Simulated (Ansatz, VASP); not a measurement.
## One calculation of GaSb, two programs

```
CELL_PARAMETERS angstrom
0.00000 3.06588 2.97390
3.06588 0.00000 2.97390
3.06588 3.06588 0.00000
ATOMIC_POSITIONS crystal
Ga 0.00000 0.00000 0.00000
Sb 0.25000 0.25000 0.25000
```

Change from the starting cell: uniaxial_z strain -3.0%.

Alike in both runs: task single point; functional PBE; k mesh 8 × 8 × 8; occupations fermi-dirac, width 0.02 eV; no spin polarisation.

|  | VASP | Ansatz |
| --- | --- | --- |
| version | VASP 6.6.1 | Ansatz 0.2.0 |
| potentials or method | VASP PAW PBE potentials, release 64 (Ga_d, Sb) | plane waves, PAW |
| plane-wave cutoff (eV) | 520 | 420 |
| valence electrons in the cell | 18 | 28 |

```csv
,VASP,Ansatz,Ansatz less VASP
pressure (GPa),3.8,3.7,-0.08
"traceless stress, the component that is largest in VASP (GPa)",0.82,0.83,+0.002
```

With one functional, cell and mesh, what is left measures potentials, basis and numerics. VASP's potentials hold 18 valence electrons a cell and Ansatz's 28, so a difference there can come from the potentials and not from the codes.

Spin-orbit coupling is off throughout.
